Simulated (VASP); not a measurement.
# Bi2Se3 (P2_1/m) in VASP: notebook

The runs below take Bi2Se3 through single point, with PBE.

Program: VASP 6.6.1. These are calculated values, not measurements. Logs are shortened: lines on timing, memory, paths and dates and some standing lists are left out, and cuts for length are marked.

### 1 The cell of the first run

Symmetry: P2_1/m, No. 11, monoclinic system. Conventional cell: a = 7.253 Å, b = 4.187 Å, c = 10.710 Å, α = 90.00°, β = 103.05°, γ = 90.00°. Within 3.7 Å of Bi (site symmetry m) lie 6 Se at 2.84 to 3.08 Å. Bi (site symmetry m) has 6 Se at 2.87 to 3.13 Å within 3.8 Å. Se (site symmetry m) has 6 Bi at 3.08 to 3.13 Å and 12 Se at 4.11 to 4.30 Å within 4.3 Å. Within 3.8 Å of Se (site symmetry m) lie 3 Bi at 2.89 to 2.93 Å. Within 3.7 Å of Se (site symmetry m) lie 3 Bi at 2.84 to 2.87 Å.

### 2 Single point, PBE (atoms displaced along a vibrational mode)

The input, INCAR:

```
SYSTEM = Bi2Se3
ALGO = Normal
EDIFF = 1E-7
ENCUT = 520
GGA = PE
ISIF = 2
ISMEAR = 0
LASPH = .TRUE.
LCHARG = .FALSE.
LREAL = .FALSE.
LWAVE = .FALSE.
NBANDS = 59
NELM = 100
PREC = Accurate
SIGMA = 0.05
```

The input, KPOINTS:

```
k-points
0
G
  8 4 4
  0 0 0
```

The input, POSCAR:

```
Bi2Se3
1.0
   -2.0936564891      3.6263194127      0.0000000000
   -6.2809694673     -3.6263194127      0.0000000000
    2.0936564891      1.2087731376     10.4340296434
Bi Se
4 6
Direct
    0.5000000000      0.8971864306      0.1865814698
    1.0000000000      0.3940019144      0.1869835652
    0.5000000000      0.1059980856      0.8130164348
    1.0000000000      0.6028135694      0.8134185302
    0.5000000000      0.5057984078     -0.0008519250
    0.0000000000     -0.0057984078      0.0008519250
    0.5000000000      0.7163682983      0.6608280571
    1.0000000000      0.2256926087      0.6653546641
    0.5000000000      0.2743073913      0.3346453359
    0.0000000000      0.7836317017      0.3391719429
```

Potentials or basis: VASP PAW PBE potentials, release 64 (Bi_d, Se).

On the command line:

```
$ cat potpaw_PBE.64/Bi_d/POTCAR potpaw_PBE.64/Se/POTCAR > POTCAR
$ mpirun -np 1 vasp_std > vasp.out
```

OUTCAR:

```text
SYSTEM = Bi2Se3
   EDIFF = 1E-7
   ENCUT = 520
   GGA = PE
   ISIF = 2
   ISMEAR = 0
   LASPH = .TRUE.
   LREAL = .FALSE.
   NELM = 100
   PREC = Accurate

 ion  position               nearest neighbor table
   1  0.500  0.897  0.187-   9 2.84  10 2.89  10 2.89   6 3.08   6 3.08   5 3.08
   2  0.000  0.394  0.187-   9 2.87   9 2.87  10 2.93   6 3.13   5 3.13   5 3.13
   3  0.500  0.106  0.813-   8 2.87   8 2.87   7 2.93   5 3.13   6 3.13   6 3.13
   4  0.000  0.603  0.813-   8 2.84   7 2.89   7 2.89   5 3.08   5 3.08   6 3.08
   5  0.500  0.506  0.999-   4 3.08   4 3.08   1 3.08   3 3.13   2 3.13   2 3.13
   6  0.000  0.994  0.001-   1 3.08   1 3.08   4 3.08   2 3.13   3 3.13   3 3.13
   7  0.500  0.716  0.661-   4 2.89   4 2.89   3 2.93
   8  0.000  0.226  0.665-   4 2.84   3 2.87   3 2.87
   9  0.500  0.274  0.335-   1 2.84   2 2.87   2 2.87
  10  0.000  0.784  0.339-   1 2.89   1 2.89   2 2.93

  LATTYP: Found a simple monoclinic cell.
 ALAT       =     7.2526388254
 B/A-ratio  =     0.5773502692
 C/A-ratio  =     1.4767644309
 COS(beta)  =    -0.2257186904

  Lattice vectors:

 A1 = (  -6.2809694673,  -3.6263194127,   0.0000000000)
 A2 = (   2.0936564891,  -3.6263194127,   0.0000000000)
 A3 = (   2.0936564891,   1.2087731376,  10.4340296434)

Analysis of symmetry for initial positions (statically):
=====================================================================
 Subroutine PRICEL returns:
 Original cell was already a primitive cell.

 Routine SETGRP: Setting up the symmetry group for a
 simple monoclinic supercell.

 Subroutine GETGRP returns: Found  4 space group operations
 (whereof  2 operations were pure point group operations)
 out of a pool of  4 trial point group operations.

The static configuration has the point symmetry C_1h.
 The point group associated with its full space group is C_2h.

Analysis of symmetry for dynamics (positions and initial velocities):
=====================================================================
 Subroutine PRICEL returns:
 Original cell was already a primitive cell.

 Routine SETGRP: Setting up the symmetry group for a
 simple monoclinic supercell.

 Subroutine GETGRP returns: Found  4 space group operations
 (whereof  2 operations were pure point group operations)
 out of a pool of  4 trial point group operations.

The dynamic configuration has the point symmetry C_1h.
 The point group associated with its full space group is C_2h.

 Subroutine INISYM returns: Found  4 space group operations
 (whereof  2 operations are pure point group operations),
 and found     1 'primitive' translations

----------------------------------------------------------------------------------------

                                     Primitive cell

  volume of cell :     316.8718

  direct lattice vectors                    reciprocal lattice vectors
    -2.093656489  3.626319413  0.000000000    -0.119408318  0.206821274 -0.000000000
    -6.280969467 -3.626319413  0.000000000    -0.119408318 -0.068940425  0.031946750
     2.093656489  1.208773138 10.434029643     0.000000000  0.000000000  0.095840249

  length of vectors
     4.187312978  7.252638825 10.710439048     0.238816636  0.141533471  0.095840249

  position of ions in fractional coordinates (direct lattice)
     0.500000000  0.897186431  0.186581470
     1.000000000  0.394001914  0.186983565
     0.500000000  0.105998086  0.813016435
     1.000000000  0.602813569  0.813418530
     0.500000000  0.505798408  0.999148075
     1.000000000  0.994201592  0.000851925
     0.500000000  0.716368298  0.660828057
     1.000000000  0.225692609  0.665354664
     0.500000000  0.274307391  0.334645336
     1.000000000  0.783631702  0.339171943

  ion indices of the primitive-cell ions
   primitive index   ion index
                 1           1
                 2           2
                 3           3
                 4           4
                 5           5
                 6           6
                 7           7
                 8           8
                 9           9
                10          10

----------------------------------------------------------------------------------------

 KPOINTS: k-points

Automatic generation of k-mesh.
 Grid dimensions read from file:
 generate k-points for:    8    4    4

 Generating k-lattice:

  Cartesian coordinates                     Fractional coordinates (reciprocal lattice)
    -0.014926040  0.025852659 -0.000000000     0.125000000  0.000000000 -0.000000000
    -0.029852080 -0.017235106  0.007986687     0.000000000  0.250000000  0.000000000
     0.000000000  0.000000000  0.023960062     0.000000000  0.000000000  0.250000000

  Length of vectors
     0.029852080  0.035383368  0.023960062

  Shift w.r.t. Gamma in fractional coordinates (k-lattice)
     0.000000000  0.000000000  0.000000000

 Subroutine IBZKPT returns following result:
 ===========================================

 Found     50 irreducible k-points:

 Following reciprocal coordinates:
            Coordinates               Weight
  0.000000  0.000000  0.000000      1.000000
  0.125000 -0.000000  0.000000      2.000000
  0.250000 -0.000000  0.000000      2.000000
  0.375000 -0.000000  0.000000      2.000000
  0.500000 -0.000000  0.000000      1.000000
  0.000000  0.250000  0.000000      2.000000
[... 16 lines left out ...]
  0.250000  0.250000  0.250000      4.000000
  0.375000  0.250000  0.250000      4.000000
 [... further k-points ...]
   k-points           NKPTS =     50   k-points in BZ     NKDIM =     50   number of bands    NBANDS=     59
   number of dos      NEDOS =    301   number of ions     NIONS =     10
   total plane-waves  NPLWV = 138240
   dimension x,y,z NGX =    32 NGY =   54 NGZ =   80
   dimension x,y,z NGXF=    64 NGYF=  108 NGZF=  160
   ions per type =               4   6
   NGX,Y,Z   is equivalent  to a cutoff of  12.70, 12.38, 12.42 a.u.
   NGXF,Y,Z  is equivalent  to a cutoff of  25.41, 24.76, 24.83 a.u.
 SYSTEM =  Bi2Se3
   PREC   = accura    normal or accurate (medium, high low for compatibility)
   ISTART =      0    job   : 0-new  1-cont  2-samecut
   ICHARG =      2    charge: 1-file 2-atom 10-const
   ISPIN  =      1    spin polarized calculation?
   LNONCOLLINEAR =      F non collinear calculations
   LSORBIT =      F    spin-orbit coupling
   LASPH  =      T    aspherical Exc in radial PAW
   ENCUT  =  520.0 eV  38.22 Ry    6.18 a.u.   7.79 13.49 19.91*2*pi/ulx,y,z
   NELM   =    100;   NELMIN=  2; NELMDL= -5     # of ELM steps
   EDIFF  = 0.1E-06   stopping-criterion for ELM
   LREAL  =      F    real-space projection
   EDIFFG = 0.1E-05   stopping-criterion for IOM
   NSW    =      0    number of steps for IOM
   IBRION =     -1    ionic relax: 0-MD 1-quasi-New 2-CG
   NFREE  =      0    steps in history (QN), initial steepest desc. (CG)
   ISIF   =      2    stress and relaxation
   ISYM   =      2    0-nonsym 1-usesym 2-fastsym
   POTIM  = 0.5000    time-step for ionic-motion
   TEBEG  =    0.0;   TEEND  =   0.0 temperature during run
   PSTRESS=    0.0 pullay stress
   NELECT =      96.0000    total number of electrons
   NUPDOWN=      -1.0000    fix difference up-down
   EMIN   =  10.00;   EMAX   =-10.00  energy-range for DOS
   EFERMI =   0.00;   METHOD = LEGACY
   ISMEAR =     0;   SIGMA  =   0.05  broadening in eV -4-tet -1-fermi 0-gaus
   EFERMI_NEDOS =   21; number of points for ismear=-14 and -15
   IALGO  =     38    algorithm
   IMIX   =      4    mixing-type and parameters
     AMIX     =   0.40;   BMIX     =  1.00
     AMIX_MAG =   1.60;   BMIX_MAG =  1.00
  volume/ion in A,a.u.               =      31.69       213.84
  Fermi-wavevector in a.u.,A,eV,Ry     =   1.099522  2.077796 16.448755  1.208949
  Thomas-Fermi vector in A             =   2.235918
   LORBIT       =      0    0 simple, 1 ext, 2 COOP (PROOUT), +10 PAW based schemes
   GGA     = PE    functional components
   LHFCALC =     F    Hartree Fock is set to
   AEXX    =    0.0000 exact exchange contribution
   IVDW    =     0    specifies the selected vdW correction
   LEPSILON=     F    determine dielectric tensor
   LRPA    =     F    only Hartree local field effects (RPA)
 non-spin polarized calculation
 Gauss-broadening in eV      SIGMA  =   0.05
  energy-cutoff  :      520.00
  volume of cell :      316.87
 maximum number of plane-waves:      8561
 NGX is ok and might be reduce to    32
   NGX = 15   NGY = 27   NGZ = 39

 number of electron      95.9999986 magnetization

 Free energy of the ion-electron system (eV)
  ---------------------------------------------------
  ext. energy  EPLUGINS =         0.00000000
  ---------------------------------------------------
  free energy    TOTEN  =       -40.44602301 eV

  energy without entropy =      -40.44602301  energy(sigma->0) =      -40.44602301

 E-fermi :   3.6354     XC(G=0):  -8.8822

 val. band max:        3.3713760993   @ k =   0.0000   0.0000   0.0000
 cond. band min:       4.0737567135   @ k =   0.0000   0.0000   0.0000
 fundamental gap:      0.7023806142
 Fermi energy:         3.6354195889

 k-point     1 :       0.0000    0.0000    0.0000
  band No.  band energies     occupation
      1     -19.3324      2.00000
      2     -19.3307      2.00000
      3     -19.3186      2.00000
      4     -19.3186      2.00000
      5     -19.3186      2.00000
      6     -19.3156      2.00000
[... 51 lines left out ...]
     58       6.7482      0.00000
     59       7.4855      0.00000

 k-point     2 :       0.1250   -0.0000    0.0000
  band No.  band energies     occupation
      1     -19.3290      2.00000
      2     -19.3278      2.00000
      3     -19.3207      2.00000
      4     -19.3203      2.00000
      5     -19.3179      2.00000
      6     -19.3151      2.00000
[... 51 lines left out ...]
     58       7.4120      0.00000
     59       7.4829      0.00000

 k-point     3 :       0.2500   -0.0000    0.0000
  band No.  band energies     occupation
      1     -19.3274      2.00000
      2     -19.3264      2.00000
      3     -19.3210      2.00000
      4     -19.3180      2.00000
      5     -19.3156      2.00000
      6     -19.3149      2.00000
[... 1238 lines left out ...]
      5     -19.3158      2.00000
      6     -19.3150      2.00000
[... 51 lines left out ...]
     58       7.5343      0.00000
     59       7.6339      0.00000

 k-point    24 :       0.3750    0.2500    0.2500
  band No.  band energies     occupation
      1     -19.3328      2.00000
      2     -19.3324      2.00000
      3     -19.3177      2.00000
      4     -19.3172      2.00000
      5     -19.3164      2.00000
      6     -19.3157      2.00000
[... 51 lines left out ...]
     58       7.5197      0.00000
     59       8.0926      0.00000

 [... further k-points ...]
[... 5 lines left out ...]
  --------------------------------------------------------------------------------------
  -------------------------------------------------------------------------------------
  Total        0.1745376      0.1496498      0.1087245      0.0215534     -0.0351623     -0.0609031
  in kB        0.8825025      0.7566642      0.5497362      0.1089792     -0.1777889     -0.3079400
  external PRESSURE =       0.7296343 kB  Pullay stress =       0.0000000 kB

 VOLUME and BASIS-vectors are now :
 -----------------------------------------------------------------------------
  energy-cutoff  :      520.00
  volume of cell :      316.87
      direct lattice vectors                 reciprocal lattice vectors
    -2.093656489  3.626319413  0.000000000    -0.119408318  0.206821274 -0.000000000
    -6.280969467 -3.626319413  0.000000000    -0.119408318 -0.068940425  0.031946750
     2.093656489  1.208773138 10.434029643     0.000000000  0.000000000  0.095840249

 POSITION                                       TOTAL-FORCE (eV/Angst)
 -----------------------------------------------------------------------------------
     -6.29139     -1.21479      1.94680         0.163497      0.094395      0.045973
     -2.08323     -1.20276      1.95099        -0.143282     -0.082724     -0.013821
     -0.01042      2.41153      8.48304         0.143282      0.082724      0.013821
     -2.08323     -1.20276      8.48723        -0.163497     -0.094395     -0.045973
     -2.13186      1.18672     10.42514         0.210536      0.121553      0.049475
     -6.24277     -3.60426      0.00889        -0.210536     -0.121553     -0.049475
     -4.16277      0.01417      6.89510        -0.125941     -0.072712      0.130494
     -0.02454     -0.01417      6.94233         0.146356      0.084499     -0.131807
     -2.06911      1.22294      3.49170        -0.146356     -0.084499      0.131807
     -4.21186     -2.43172      3.53893         0.125941      0.072712     -0.130494
 -----------------------------------------------------------------------------------
    total drift:                               -0.000000     -0.000000      0.000000

  FREE ENERGIE OF THE ION-ELECTRON SYSTEM (eV)
  ---------------------------------------------------
  free  energy   TOTEN  =       -40.4460230053 eV

  energy  without entropy=      -40.4460230053  energy(sigma->0) =      -40.44602301
```

It took 25 min on 1 thread of Oxide Virtual Turin-like, shared host; peak memory 0.77 GiB.

What came out:

```yaml
Free_energy: -40.4460 eV
Pressure: 0.1 GPa
Largest_force: 0.248 eV/Å
Band_gap_on_the_k_mesh: 0.70 eV
```

Forces on the atoms (eV/Å):
```
Bi   0.163  0.094  0.046
Bi  -0.143 -0.083 -0.014
Bi   0.143  0.083  0.014
Bi  -0.163 -0.094 -0.046
Se   0.211  0.122  0.049
Se  -0.211 -0.122 -0.049
Se  -0.126 -0.073  0.130
Se   0.146  0.084 -0.132
Se  -0.146 -0.084  0.132
Se   0.126  0.073 -0.130
```

Caveat: the cell differs from its parent crystal (atoms displaced along a vibrational mode); spin-orbit coupling is left out, which moves the levels of the heavy elements; this functional lacks dispersion, which binds the layers, so the pressure and a relaxed spacing across them are unreliable.

[end of part 1 of 2]
